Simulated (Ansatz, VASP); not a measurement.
**BaTe in VASP and in Ansatz**

The input INCAR:

```
PREC = Accurate
ENCUT = 500
EDIFF = 1E-6
ISMEAR = -1
SIGMA = 0.03
LREAL = False
LASPH = True
NELM = 120
ALGO = Normal
ISIF = 2
LWAVE = False
LCHARG = False
GGA = PE
NBANDS = 15
GGA_COMPAT = False
```

Contents of KPOINTS:

```
regular mesh
0
Gamma
  3 3 3
```

POSCAR

```
BaTe
1.0
    4.2624660000      0.0000000000      0.0000000000
    0.0000000000      4.2624660000      0.0000000000
    0.0000000000      0.0000000000      4.2624660000
Ba Te
1 1
Direct
    0.0000000000      0.0000000000      0.0000000000
    0.5000000000      0.5000000000      0.5000000000
```

The input input.yaml:

```yaml
crystal:
  lattice:
    - [4.262466, 0.0, 0.0]
    - [0.0, 4.262466, 0.0]
    - [0.0, 0.0, 4.262466]
  atoms:
    - { symbol: Ba, position: [0.0, 0.0, 0.0] }
    - { symbol: Te, position: [0.5, 0.5, 0.5] }
kpoints:
  mp_grid: { grid: [3, 3, 3] }
scf:
  occupations: { method: fermi_dirac, width: 0.03 }
hamiltonian:
  xc: pbe
  pseudopotentials: { kind: all_electron, lapw: { basis_error: 0.003 } }
output:
  forces: true
  stress: true
  eigenvalues: true
```

Alike in both runs: task single point; functional PBE; k mesh 3 × 3 × 3; occupations fermi-dirac, width 0.03 eV; no spin polarisation.

|  | VASP | Ansatz |
| --- | --- | --- |
| version | VASP 6.6.1 | Ansatz 0.2.0 |
| potentials or method | VASP PAW PBE potentials, release 64 (Ba_sv, Te), cutoff 500 eV | all-electron LAPW, scalar-relativistic |

|  | VASP | Ansatz | Ansatz less VASP |
| --- | --- | --- | --- |
| gap on the k mesh at the Fermi level (eV) | 1.13 | 1.20 | +0.068 |
| least direct gap on the mesh (eV) | 1.13 | 1.20 | +0.068 |
| pressure (GPa) | 0.4 | -0.1 | -0.46 |

Ansatz ran all-electron here, and VASP with PAW potentials.

The k mesh is coarse, so the values compare programs but aren't converged. Spin-orbit coupling is off throughout.
